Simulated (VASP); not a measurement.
# WSe2 (Pm) in VASP: notebook

The runs below take WSe2 through single point, with PBE+D3(BJ).

All numbers are computed with VASP 6.6.1; they aren't measurements. Logs are shortened: lines on timing, memory, paths and dates and some standing lists are left out, and cuts for length are marked.

### Step 1. The cell of the first run

It takes space group Pm (No. 6, monoclinic). Conventional cell: a = 3.279 Å, b = 12.788 Å, c = 3.279 Å, α = 90.00°, β = 120.00°, γ = 90.00°. W (site symmetry m) has 6 Se at 2.36 to 2.72 Å within 3.1 Å. Within 3.3 Å of W (site symmetry m) lie 6 Se at 2.53 Å and 6 W at 3.28 Å. Se (site symmetry 1) has 3 W at 2.53 Å and 7 Se at 3.28 to 3.37 Å within 3.4 Å. Se (site symmetry 1) has 3 W at 2.36 to 2.72 Å within 3.1 Å.

### Step 2. Single point, PBE+D3(BJ) (atom 1 (W) moved by -0.280 Å along [1 0 0] and -0.000 Å along [1 2 0])

The input, INCAR:

```
  PREC = Accurate
  ENCUT = 520
  EDIFF = 1E-7
  ISMEAR = 0
  SIGMA = 0.05
  LREAL = F
  LASPH = T
  NELM = 80
  ALGO = Normal
  ISIF = 2
  LWAVE = F
  LCHARG = T
  GGA = PE
  IVDW = 12
  LELF = T
  LVHAR = T
  NBANDS = 35
```

The input, KPOINTS:

```
regular mesh
0
Gamma
  9 9 2
```

The input, POSCAR:

```
WSe2
1.0
    3.2790216039      0.0000000000      0.0000000000
   -1.6395108019      2.8397160085      0.0000000000
    0.0000000000      0.0000000000     12.7878979243
W Se
2 4
Direct
    0.2479420082      0.6666666667      0.2500000000
    0.6666666667      0.3333333333      0.7500000000
    0.3333333333      0.6666666667      0.6182859564
    0.6666666667      0.3333333333      0.1182859564
    0.3333333333      0.6666666667      0.8817140436
    0.6666666667      0.3333333333      0.3817140436
```

Potentials or basis: VASP PAW PBE potentials, release 64 (W_sv, Se).

The run is started by

```sh
> cat potpaw_PBE.64/W_sv/POTCAR potpaw_PBE.64/Se/POTCAR > POTCAR
> mpirun -np 1 vasp_std > vasp.out
```

OUTCAR:

```text
PREC = Accurate
   ENCUT = 520
   EDIFF = 1E-7
   ISMEAR = 0
   LREAL = F
   LASPH = T
   NELM = 80
   ISIF = 2
   GGA = PE
   IVDW = 12
 IVDW          = 12

 ion  position               nearest neighbor table
   1  0.248  0.667  0.250-   4 2.36   6 2.36   4 2.55   6 2.55   4 2.72   6 2.72
   2  0.667  0.333  0.750-   3 2.53   5 2.53   3 2.53   5 2.53   3 2.53   5 2.53
   3  0.333  0.667  0.618-   2 2.53   2 2.53   2 2.53
   4  0.667  0.333  0.118-   1 2.36   1 2.55   1 2.72
   5  0.333  0.667  0.882-   2 2.53   2 2.53   2 2.53
   6  0.667  0.333  0.382-   1 2.36   1 2.55   1 2.72

  LATTYP: Found a hexagonal cell.
 ALAT       =     3.2790216039
 C/A-ratio  =     3.8999126779

  Lattice vectors:

 A1 = (   3.2790216039,   0.0000000000,   0.0000000000)
 A2 = (  -1.6395108019,   2.8397160085,   0.0000000000)
 A3 = (   0.0000000000,   0.0000000000,  12.7878979243)

Analysis of symmetry for initial positions (statically):
=====================================================================
 Subroutine PRICEL returns:
 Original cell was already a primitive cell.

 Routine SETGRP: Setting up the symmetry group for a
 hexagonal supercell.

 Subroutine GETGRP returns: Found  2 space group operations
 (whereof  1 operations were pure point group operations)
 out of a pool of 24 trial point group operations.

The static configuration has the point symmetry C_1 .
 The point group associated with its full space group is C_1h.

Analysis of symmetry for dynamics (positions and initial velocities):
=====================================================================
 Subroutine PRICEL returns:
 Original cell was already a primitive cell.

 Routine SETGRP: Setting up the symmetry group for a
 hexagonal supercell.

 Subroutine GETGRP returns: Found  2 space group operations
 (whereof  1 operations were pure point group operations)
 out of a pool of 24 trial point group operations.

The dynamic configuration has the point symmetry C_1 .
 The point group associated with its full space group is C_1h.

 Subroutine INISYM returns: Found  2 space group operations
 (whereof  1 operations are pure point group operations),
 and found     1 'primitive' translations

----------------------------------------------------------------------------------------

                                     Primitive cell

  volume of cell :     119.0744

  direct lattice vectors                    reciprocal lattice vectors
     3.279021604  0.000000000  0.000000000     0.304969018  0.176073945  0.000000000
    -1.639510802  2.839716008  0.000000000     0.000000000  0.352147890  0.000000000
     0.000000000  0.000000000 12.787897924     0.000000000  0.000000000  0.078198935

  length of vectors
     3.279021604  3.279021604 12.787897924     0.352147890  0.352147890  0.078198935

  position of ions in fractional coordinates (direct lattice)
     0.247942008  0.666666667  0.250000000
     0.666666667  0.333333333  0.750000000
     0.333333333  0.666666667  0.618285956
     0.666666667  0.333333333  0.118285956
     0.333333333  0.666666667  0.881714044
     0.666666667  0.333333333  0.381714044

  ion indices of the primitive-cell ions
   primitive index   ion index
                 1           1
                 2           2
                 3           3
                 4           4
                 5           5
                 6           6

----------------------------------------------------------------------------------------

 KPOINTS: regular mesh

Automatic generation of k-mesh.
 Grid dimensions read from file:
 generate k-points for:    9    9    2

 Generating k-lattice:

  Cartesian coordinates                     Fractional coordinates (reciprocal lattice)
     0.033885446  0.019563772  0.000000000     0.111111111  0.000000000  0.000000000
     0.000000000  0.039127543  0.000000000     0.000000000  0.111111111  0.000000000
     0.000000000  0.000000000  0.039099468     0.000000000  0.000000000  0.500000000

  Length of vectors
     0.039127543  0.039127543  0.039099468

  Shift w.r.t. Gamma in fractional coordinates (k-lattice)
     0.000000000  0.000000000  0.000000000

 Subroutine IBZKPT returns following result:
 ===========================================

 Found     82 irreducible k-points:

 Following reciprocal coordinates:
            Coordinates               Weight
  0.000000  0.000000  0.000000      1.000000
  0.111111 -0.000000  0.000000      2.000000
  0.000000  0.111111  0.000000      2.000000
 -0.111111  0.111111  0.000000      2.000000
  0.222222  0.000000  0.000000      2.000000
  0.000000  0.222222  0.000000      2.000000
[... 16 lines left out ...]
  0.333333  0.111111  0.000000      2.000000
 -0.111111  0.444444  0.000000      2.000000
 [... further k-points ...]
   k-points           NKPTS =     82   k-points in BZ     NKDIM =     82   number of bands    NBANDS=     35
   number of dos      NEDOS =    301   number of ions     NIONS =      6
   total plane-waves  NPLWV =  55296
   dimension x,y,z NGX =    24 NGY =   24 NGZ =   96
   dimension x,y,z NGXF=    48 NGYF=   48 NGZF=  192
   ions per type =               2   4
   NGX,Y,Z   is equivalent  to a cutoff of  12.17, 12.17, 12.48 a.u.
   NGXF,Y,Z  is equivalent  to a cutoff of  24.34, 24.34, 24.96 a.u.
 SYSTEM =  unknown system
   PREC   = accura    normal or accurate (medium, high low for compatibility)
   ISTART =      0    job   : 0-new  1-cont  2-samecut
   ICHARG =      2    charge: 1-file 2-atom 10-const
   ISPIN  =      1    spin polarized calculation?
   LNONCOLLINEAR =      F non collinear calculations
   LSORBIT =      F    spin-orbit coupling
   LASPH  =      T    aspherical Exc in radial PAW
   ENCUT  =  520.0 eV  38.22 Ry    6.18 a.u.   6.10  6.10 23.78*2*pi/ulx,y,z
   NELM   =     80;   NELMIN=  2; NELMDL= -5     # of ELM steps
   EDIFF  = 0.1E-06   stopping-criterion for ELM
   LREAL  =      F    real-space projection
   EDIFFG = 0.1E-05   stopping-criterion for IOM
   NSW    =      0    number of steps for IOM
   IBRION =     -1    ionic relax: 0-MD 1-quasi-New 2-CG
   NFREE  =      0    steps in history (QN), initial steepest desc. (CG)
   ISIF   =      2    stress and relaxation
   ISYM   =      2    0-nonsym 1-usesym 2-fastsym
   POTIM  = 0.5000    time-step for ionic-motion
   TEBEG  =    0.0;   TEEND  =   0.0 temperature during run
   PSTRESS=    0.0 pullay stress
   NELECT =      52.0000    total number of electrons
   NUPDOWN=      -1.0000    fix difference up-down
   EMIN   =  10.00;   EMAX   =-10.00  energy-range for DOS
   EFERMI =   0.00;   METHOD = LEGACY
   ISMEAR =     0;   SIGMA  =   0.05  broadening in eV -4-tet -1-fermi 0-gaus
   EFERMI_NEDOS =   21; number of points for ismear=-14 and -15
   IALGO  =     38    algorithm
   IMIX   =      4    mixing-type and parameters
     AMIX     =   0.40;   BMIX     =  1.00
     AMIX_MAG =   1.60;   BMIX_MAG =  1.00
  volume/ion in A,a.u.               =      19.85       133.93
  Fermi-wavevector in a.u.,A,eV,Ry     =   1.242043  2.347120 20.989298  1.542670
  Thomas-Fermi vector in A             =   2.376414
   LORBIT       =      0    0 simple, 1 ext, 2 COOP (PROOUT), +10 PAW based schemes
   GGA     = PE    functional components
   LHFCALC =     F    Hartree Fock is set to
   AEXX    =    0.0000 exact exchange contribution
   IVDW    =    12    specifies the selected vdW correction
   LEPSILON=     F    determine dielectric tensor
   LRPA    =     F    only Hartree local field effects (RPA)
 non-spin polarized calculation
 Gauss-broadening in eV      SIGMA  =   0.05
  energy-cutoff  :      520.00
  volume of cell :      119.07
 maximum number of plane-waves:      3246
   NGX = 13   NGY = 13   NGZ = 47

 number of electron      51.9999988 magnetization

 Free energy of the ion-electron system (eV)
  ---------------------------------------------------
  ext. energy  EPLUGINS =         0.00000000
  ---------------------------------------------------
  free energy    TOTEN  =       -42.36866215 eV

  energy without entropy =      -42.36866215  energy(sigma->0) =      -42.36866215

 E-fermi :   6.7537     XC(G=0): -10.8951

 val. band max:        6.4583903314   @ k =   0.0000   0.0000   0.0000
 cond. band min:       7.4268343620   @ k =  -0.2222   0.3333   0.0000
 fundamental gap:      0.9684440307
 Fermi energy:         6.7536575537

 k-point     1 :       0.0000    0.0000    0.0000
  band No.  band energies     occupation
      1     -67.8220      2.00000
      2     -67.7812      2.00000
      3     -32.0955      2.00000
      4     -32.0731      2.00000
      5     -31.9368      2.00000
      6     -31.9357      2.00000
[... 27 lines left out ...]
     34      10.3779      0.00000
     35      11.2787      0.00000

 k-point     2 :       0.1111   -0.0000    0.0000
  band No.  band energies     occupation
      1     -67.8208      2.00000
      2     -67.7799      2.00000
      3     -32.0895      2.00000
      4     -32.0677      2.00000
      5     -31.9648      2.00000
      6     -31.9640      2.00000
[... 27 lines left out ...]
     34       9.9539      0.00000
     35      12.1377      0.00000

 k-point     3 :       0.0000    0.1111    0.0000
  band No.  band energies     occupation
      1     -67.8208      2.00000
      2     -67.7799      2.00000
      3     -32.0899      2.00000
      4     -32.0677      2.00000
      5     -31.9641      2.00000
      6     -31.9593      2.00000
[... 27 lines left out ...]
     34      10.3557      0.00000
     35      12.1823      0.00000
[... 723 lines left out ...]
 k-point    23 :       0.3333    0.1111    0.0000
  band No.  band energies     occupation
      1     -67.8121      2.00000
      2     -67.7710      2.00000
      3     -32.1523      2.00000
      4     -32.1416      2.00000
      5     -32.0486      2.00000
      6     -32.0305      2.00000
[... 27 lines left out ...]
     34      11.3321      0.00000
     35      11.8398      0.00000

 k-point    24 :      -0.1111    0.4444    0.0000
  band No.  band energies     occupation
      1     -67.8121      2.00000
      2     -67.7713      2.00000
      3     -32.1416      2.00000
      4     -32.1167      2.00000
      5     -32.0530      2.00000
      6     -32.0305      2.00000
[... 27 lines left out ...]
     34      10.9500      0.00000
     35      11.3661      0.00000

 [... further k-points ...]

------------------------ aborting loop because EDIFF is reached ----------------------------------------

 Edisp (eV)   -2.85337

 E8    (eV) :    -1.2728

  FORCE on cell =-STRESS in cart. coord.  units (eV):
  Direction    XX          YY          ZZ          XY          YZ          ZX
  --------------------------------------------------------------------------------------
  -------------------------------------------------------------------------------------
  Total       1.02267     1.21768     3.22350     2.17567     0.00000     0.00000
  in kB      13.76032    16.38426    43.37305    29.27417     0.00000     0.00000
  external pressure =       24.51 kB  Pullay stress =        0.00 kB

 VOLUME and BASIS-vectors are now :
 -----------------------------------------------------------------------------
  energy-cutoff  :      520.00
  volume of cell :      119.07
      direct lattice vectors                 reciprocal lattice vectors
     3.279021604  0.000000000  0.000000000     0.304969018  0.176073945  0.000000000
    -1.639510802  2.839716008  0.000000000     0.000000000  0.352147890  0.000000000
     0.000000000  0.000000000 12.787897924     0.000000000  0.000000000  0.078198935

 POSITION                                       TOTAL-FORCE (eV/Angst)
 -----------------------------------------------------------------------------------
     -0.28000      1.89314      3.19697         4.917675      0.459587      0.000000
      1.63951      0.94657      9.59092        -0.017079      0.001476      0.000000
     -0.00000      1.89314      7.90658        -0.016902     -0.003198     -0.050641
      1.63951      0.94657      1.51263        -2.433396     -0.227333     -0.922171
     -0.00000      1.89314     11.27527        -0.016902     -0.003198      0.050641
      1.63951      0.94657      4.88132        -2.433396     -0.227333      0.922171
 -----------------------------------------------------------------------------------
    total drift:                               -0.000472     -0.000004      0.000000

  FREE ENERGIE OF THE ION-ELECTRON SYSTEM (eV)
  ---------------------------------------------------
  free  energy   TOTEN  =       -45.2220278649 eV

  energy  without entropy=      -45.2220278649  energy(sigma->0) =      -45.22202786
```

Run time: 5.8 min. Hardware: 1 thread of Oxide Virtual Turin-like, shared host; peak memory 0.39 GiB.

Results:

* Free energy: -45.2220 eV
* Pressure: 2.5 GPa
* Largest force: 4.939 eV/Å
* Band gap on the k mesh: 0.97 eV (least direct gap 1.40 eV)
* Dispersion energy per atom: -0.476 eV

Forces in eV/Å, atoms in the order of the input:
```
W    4.918  0.460  0.000
W   -0.017  0.001  0.000
Se  -0.017 -0.003 -0.051
Se  -2.433 -0.227 -0.922
Se  -0.017 -0.003  0.051
Se  -2.433 -0.227  0.922
```

Stress tensor (GPa, compression positive):
```
1.38 2.93 0.00
2.93 1.64 0.00
0.00 0.00 4.34
```

Caveat: the cell differs from its parent crystal (atom 1 (W) moved by -0.280 Å along [1 0 0] and -0.000 Å along [1 2 0]); spin-orbit coupling is left out, which moves the levels of the heavy elements; forces of over 1 eV/Å act on the atoms, so gaps and moduli don't describe the material at rest. A k mesh can miss the band edges.

### Step 3. Single point, PBE+D3(BJ) (atom 1 (W) moved by -0.560 Å along [1 0 0] and -0.000 Å along [1 2 0])

The input, INCAR:

```
SYSTEM = WSe2
  PREC = Accurate
  ENCUT = 520
  EDIFF = 1E-6
  ISMEAR = 0
  SIGMA = 0.05
  LREAL = .FALSE.
  LASPH = .TRUE.
  NELM = 60
  ALGO = Normal
  ISIF = 2
  LWAVE = .FALSE.
  LCHARG = .FALSE.
  GGA = PE
  IVDW = 12
  NBANDS = 35
```

The input, KPOINTS:

```
Automatic mesh
0
G
  9 9 2
  0 0 0
```

Changes to POSCAR since step 2:

```diff
@@ -8,3 +8,3 @@
 Direct
-    0.2479420082      0.6666666667      0.2500000000
+    0.1625506830      0.6666666667      0.2500000000
     0.6666666667      0.3333333333      0.7500000000
```

Potentials or basis: VASP PAW PBE potentials, release 64 (W_sv, Se).

The run is started by

```sh
> cat potpaw_PBE.64/W_sv/POTCAR potpaw_PBE.64/Se/POTCAR > POTCAR
> mpirun -np 1 vasp_std > vasp.out
```

Wall time 5.5 min (1 thread of Oxide Virtual Turin-like, shared host); peak memory 0.38 GiB.

Results (log left out):

* Free energy: -43.3923 eV
* Pressure: 8.4 GPa
* Largest force: 7.547 eV/Å
* Band gap on the k mesh: 0.05 eV (least direct gap 0.23 eV)
* Dispersion energy per atom: -0.476 eV

Forces on the atoms (eV/Å):
```
W    7.254  2.081  0.000
W   -0.032  0.006  0.000
Se  -0.028 -0.008 -0.056
Se  -3.583 -1.036 -3.354
Se  -0.028 -0.008  0.056
Se  -3.583 -1.036  3.354
```

Stress tensor (GPa, compression positive):
```
 5.10  5.65  0.00
 5.65  4.85  0.00
 0.00  0.00 15.36
```

Levels at points of the mesh, in eV from the valence-band top:
```tsv
k point	band 23	band 24	band 25	band 26	band 27	band 28	band 29	band 30
(0.00, 0.00, 0.00)	-1.72	-1.53	-0.88	-0.53	0.64	0.90	1.94	2.08
(0.00, 0.00, 0.50)	-2.07	-1.24	-0.82	-0.52	0.63	0.93	1.95	2.08
```

Caveat: the cell differs from its parent crystal (atom 1 (W) moved by -0.560 Å along [1 0 0] and -0.000 Å along [1 2 0]); the stress differs along the axes, from 5 to 15 GPa; spin-orbit coupling is left out, which moves the levels of the heavy elements; forces of over 1 eV/Å act on the atoms, so gaps and moduli don't describe the material at rest. A k mesh can miss the band edges.
